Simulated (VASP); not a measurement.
Input of a VASP 6.6.1 run:

The input INCAR:

```
SYSTEM = Mg2PCl
  ALGO = Normal
  EDIFF = 1E-7
  ENCUT = 520
  GGA = PS
  ISIF = 2
  ISMEAR = 0
  LASPH = .True.
  LCHARG = .False.
  LREAL = .False.
  LWAVE = .False.
  NBANDS = 16
  NELM = 100
  PREC = Accurate
  SIGMA = 0.02
```

KPOINTS

```
k-points
0
Gamma
  9 9 9
  0 0 0
```

The input POSCAR:

```
Mg2PCl
1.0
    1.9304503999      1.1145460581      6.1695740534
   -1.9304503999      1.1145460581      6.1695740534
    0.0000000000     -2.2290921162      6.1695740534
Mg P Cl
2 1 1
Direct
    0.2319810337      0.2319810337      0.2319810337
    0.7680189663      0.7680189663      0.7680189663
    0.5000000000      0.5000000000      0.5000000000
    0.0000000000      0.0000000000      0.0000000000
```

Potentials or basis: VASP PAW PBE potentials, release 64 (Mg, P, Cl).

Run with:

```sh
$ cat potpaw_PBE.64/Mg/POTCAR potpaw_PBE.64/P/POTCAR potpaw_PBE.64/Cl/POTCAR > POTCAR
$ mpirun -np 1 vasp_std > vasp.out
```

(1) What does it give for the band gap on the k mesh?

(2) Predict the pressure.

## Answers

(1) 0.99 eV, direct.

(2) -0.1 GPa.

Caveat: the PAW data sets were made with another functional, which shifts forces and pressure a little.
